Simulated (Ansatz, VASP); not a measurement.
# Al in VASP and in Ansatz

The input INCAR:

```
SYSTEM = Al
  ALGO = Normal
  EDIFF = 1E-6
  ENCUT = 520
  GGA = PE
  ISIF = 2
  ISMEAR = 1
  LASPH = .TRUE.
  LCHARG = .FALSE.
  LREAL = .FALSE.
  LWAVE = .FALSE.
  NBANDS = 8
  NELM = 100
  PREC = Accurate
  SIGMA = 0.1
```

Contents of KPOINTS:

```
k-points
0
G
  12 12 12
  0 0 0
```

File POSCAR:

```
Al
1.0
    0.0000000000      1.9974394157      1.9974394157
    1.9974394157      0.0000000000      1.9974394157
    1.9974394157      1.9974394157      0.0000000000
Al
1
Direct
    0.0000000000      0.0000000000      0.0000000000
```

Input for Ansatz:

```yaml
crystal:
  lattice:
    - [0.0, 1.9974394156658832, 1.9974394156658832]
    - [1.9974394156658832, 0.0, 1.9974394156658832]
    - [1.9974394156658832, 1.9974394156658832, 0.0]
  atoms:
    - { symbol: Al, position: [0.0, 0.0, 0.0] }
basis:
  ecutwfc: 500.0
kpoints:
  mp_grid:
    grid: [12, 12, 12]
hamiltonian:
  xc: pbe
scf:
  convergence:
    dr2_threshold: 1.0e-10
  occupations:
    method: cold
    width: 0.1
output:
  stress: true
```

Alike in both runs: task single point; functional PBE; k mesh 12 × 12 × 12; no spin polarisation.

```csv
,VASP,Ansatz
version,VASP 6.6.1,Ansatz 0.2.0
potentials or method,"VASP PAW PBE potentials, release 64 (Al), cutoff 520 eV","plane waves, PAW"
occupations,"methfessel-paxton of order 1, width 0.1 eV","cold, width 0.1 eV"
valence electrons in the cell,3,3
```

|  | VASP | Ansatz | Ansatz less VASP |
| --- | --- | --- | --- |
| pressure (GPa) | 3.2 | 3.2 | -0.02 |
